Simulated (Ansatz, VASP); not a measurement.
# One calculation of MgH4, two programs

```
CELL_PARAMETERS angstrom
-1.95706 1.95706 2.00629
1.95706 -1.95706 2.00629
1.95706 1.95706 -2.00629
ATOMIC_POSITIONS crystal
Mg 0.00000 0.00000 0.00000
H 0.24960 0.50000 0.74960
H 0.75040 0.50000 0.25040
H 0.50000 0.75040 0.25040
H 0.50000 0.24960 0.74960
```

Alike in both runs: functional PBE; k mesh 10 × 10 × 10; occupations gaussian, width 0.1 eV; no spin polarisation.

Ansatz relaxed the structure, and its values are those at the end. VASP's run is a single point on that final structure, the one shown.

```csv
,VASP,Ansatz
version,VASP 6.6.1,Ansatz 0.2.0
potentials or method,"VASP PAW PBE potentials, release 64 (Mg, H), cutoff 520 eV","scalar-relativistic, plane waves, PAW"
valence electrons in the cell,6,14
```

|  | VASP | Ansatz | Ansatz less VASP |
| --- | --- | --- | --- |
| gap on the k mesh at the Fermi level (eV) | none | none | - |
| pressure (GPa) | -0.5 | 0.0 | +0.48 |

A gap of «none» marks a metal or a gap that the smearing closes. VASP's potentials hold 6 valence electrons a cell and Ansatz's 14, so a difference there can come from the potentials and not from the codes.
